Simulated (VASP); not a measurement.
## C: single point with RPBE

Crystal: C.

```xyz
2
Lattice="0.0000 1.7943 1.7943 1.7943 0.0000 1.7943 1.7943 1.7943 0.0000" Properties=species:S:1:pos:R:3 pbc="T T T"
C     1.7943    1.7943    1.7943
C     2.6915    2.6915    2.6915
```

- Program: VASP 6.6.1
- Task: single point
- Functional: RPBE
- Potentials or basis: VASP PAW PBE potentials, release 64 (C)
- Cutoff: 520 eV
- k mesh: 14 × 14 × 14
- Occupations: fermi-dirac, width 0.05 eV
- Spin: no spin polarisation
- Dipole correction: no
- Further INCAR settings: ALGO = Normal; EDIFF = 1e-06; NBANDS = 11

```
Pressure               : 0.5 GPa
Band gap on the k mesh : 4.09 eV, indirect (least direct gap 5.54 eV)
```

Levels at points of the mesh, in eV from the valence-band top:
```
           k point  band 1  band 2  band 3  band 4  band 5  band 6  band 7  band 8  band 9
(0.00, 0.00, 0.00)  -21.31    0.00    0.00    0.00    5.54    5.54    5.54   12.86   19.18
(0.50, 0.00, 0.00)  -15.65  -13.20   -2.76   -2.76    8.39    8.39    8.55   15.64   21.80
(0.50, 0.50, 0.00)  -12.70  -12.70   -6.20   -6.20    4.72    4.72   16.62   16.62   23.04
```

It took 17 s on 1 thread of AMD EPYC 7R13, with other jobs on the host, peak memory 0.09 GiB.

Caveat: the PAW data sets were made with another functional, which shifts forces and pressure a little. A k mesh can miss the band edges.
